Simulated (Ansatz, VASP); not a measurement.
**One calculation of Mo, two programs**

```
Mo
1.0
     0.00000    6.32262    6.32262
     6.32262    0.00000    6.32262
     6.32262    6.32262    0.00000
Mo
31
Direct
  0.99919 0.99914 0.99891
  0.12514 0.12490 0.12481
  0.25170 0.25163 0.25142
  0.49840 0.49837 0.49815
  0.99924 0.99907 0.50236
  0.12607 0.12602 0.62376
  0.25175 0.25161 0.74484
  0.37500 0.37498 0.87484
  0.99918 0.50247 0.99894
  0.12606 0.62388 0.12593
  0.25169 0.74497 0.25143
  0.37509 0.87489 0.37490
  0.00496 0.49826 0.49820
  0.12614 0.62386 0.62370
  0.24745 0.75077 0.75071
  0.37503 0.87492 0.87480
  0.50261 0.99904 0.99898
  0.62399 0.12598 0.12584
  0.74508 0.25158 0.25150
  0.87503 0.37490 0.37482
  0.49838 0.00482 0.49816
  0.62394 0.12600 0.62380
  0.75088 0.24732 0.75066
  0.87506 0.37490 0.87486
  0.49843 0.49831 0.00472
  0.62394 0.62389 0.12591
  0.75095 0.75079 0.24724
  0.87503 0.87497 0.37482
  0.62508 0.62487 0.62483
  0.75091 0.75083 0.75062
  0.87510 0.87486 0.87479
```

Alike in both runs: functional PBE; k mesh 1 × 1 × 1; occupations methfessel-paxton of order 1, width 0.1 eV; no spin polarisation.

Ansatz relaxed the structure, and its values are those at the end. VASP's run is a single point on that final structure, the one shown.

|  | VASP | Ansatz |
| --- | --- | --- |
| version | VASP 6.6.1 | Ansatz 0.2.0 |
| potentials or method | VASP PAW PBE potentials, release 64 (Mo_sv), cutoff 400 eV | plane-wave PAW DFT |
| valence electrons in the cell | 434 | 434 |

```csv
,VASP,Ansatz,Ansatz less VASP
rms of the force components (eV/Å),0.006,0.003,-0.0022
```
